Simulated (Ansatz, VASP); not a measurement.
Two plane-wave programs on SiC

INCAR

```
SYSTEM = SiC
PREC = Accurate ; ENCUT = 520
EDIFF = 1E-6 ; ISMEAR = 0
SIGMA = 0.05 ; LREAL = .FALSE.
LASPH = .TRUE. ; NELM = 100
ALGO = Normal ; ISIF = 2
LWAVE = .FALSE. ; LCHARG = .TRUE.
LELF = .TRUE. ; LVHAR = .TRUE.
NBANDS = 36
```

Contents of KPOINTS:

```
regular mesh
0
G
  12 12 2
  0 0 0
```

Contents of POSCAR:

```
SiC
1.0
    3.0846364989      0.0000000000      0.0000000000
   -1.5423182495      2.6713735695      0.0000000000
    0.0000000000      0.0000000000     15.1354582990
Si C
6 6
Direct
    0.0000000000      0.0000000000      0.1250882858
    0.0000000000      0.0000000000      0.6249918902
    0.3333333333      0.6666666667      0.2918672959
    0.6666666667      0.3333333333      0.7917686647
    0.3333333333      0.6666666667      0.9583457109
    0.6666666667      0.3333333333      0.4582689817
    0.0000000000      0.0000000000      0.9958501731
    0.0000000000      0.0000000000      0.5035246127
    0.3333333333      0.6666666667      0.1704002860
    0.6666666667      0.3333333333      0.6632558416
    0.3333333333      0.6666666667      0.8370088650
    0.6666666667      0.3333333333      0.3296293926
```

Input for Ansatz:

```yaml
crystal:
  lattice:
    - [3.0846364989, 0.0, 0.0]
    - [-1.5423182495, 2.6713735695, 0.0]
    - [0.0, 0.0, 15.135458299]
  atoms:
    - { symbol: Si, position: [0.0, 0.0, 0.1250882858] }
    - { symbol: Si, position: [0.0, 0.0, 0.6249918902] }
    - { symbol: Si, position: [0.3333333333, 0.6666666667, 0.2918672959] }
    - { symbol: Si, position: [0.6666666667, 0.3333333333, 0.7917686647] }
    - { symbol: Si, position: [0.3333333333, 0.6666666667, 0.9583457109] }
    - { symbol: Si, position: [0.6666666667, 0.3333333333, 0.4582689817] }
    - { symbol: C, position: [0.0, 0.0, 0.9958501731] }
    - { symbol: C, position: [0.0, 0.0, 0.5035246127] }
    - { symbol: C, position: [0.3333333333, 0.6666666667, 0.170400286] }
    - { symbol: C, position: [0.6666666667, 0.3333333333, 0.6632558416] }
    - { symbol: C, position: [0.3333333333, 0.6666666667, 0.837008865] }
    - { symbol: C, position: [0.6666666667, 0.3333333333, 0.3296293926] }
basis:
  ecutwfc: 520.0
kpoints:
  mp_grid: { grid: [12, 12, 2] }
hamiltonian:
  xc: lda
  pseudopotentials: { kind: paw, azcp: { folder: soft_1 } }
scf:
  occupations: { method: gaussian, width: 0.05 }
output:
  forces: true
  stress: true
  eigenvalues: true
  write_density: true
  write_potential: true
  elf: true
  volumetric_format: npy
```

Change from the starting cell: mode 32 frozen in at -0.058 Å, equal normal strain along x, y and z +0.0083.

Alike in both runs: task single point; functional LDA; k mesh 12 × 12 × 2; occupations gaussian, width 0.05 eV; no spin polarisation.

```csv
,VASP,Ansatz
version,VASP 6.6.1,Ansatz 0.2.0
potentials or method,"VASP PAW LDA potentials, release 64 (Si, C), cutoff 520 eV","scalar-relativistic, plane waves, PAW"
valence electrons in the cell,48,48
```

Ansatz gave:

```
gap on the k mesh at the Fermi level (eV)                     : 1.94
least direct gap on the mesh (eV)                             : 3.04
pressure (GPa)                                                : -4.8
traceless stress, the component that is largest in VASP (GPa) : 0.63
rms of the force components (eV/Å)                            : 0.679
```

Q: Which values does VASP return?

A: gap on the k mesh at the Fermi level (eV): 1.92; least direct gap on the mesh (eV): 3.03; pressure (GPa): -4.5; traceless stress, the component that is largest in VASP (GPa): 0.63; rms of the force components (eV/Å): 0.679.

Ansatz warns that its potentials were made for another functional, while VASP's fit it. LDA's correlation is that of Perdew and Zunger in VASP and of Perdew and Wang (1992) in Ansatz. Atom by atom the forces differ by 0.001 eV/Å (rms over components).
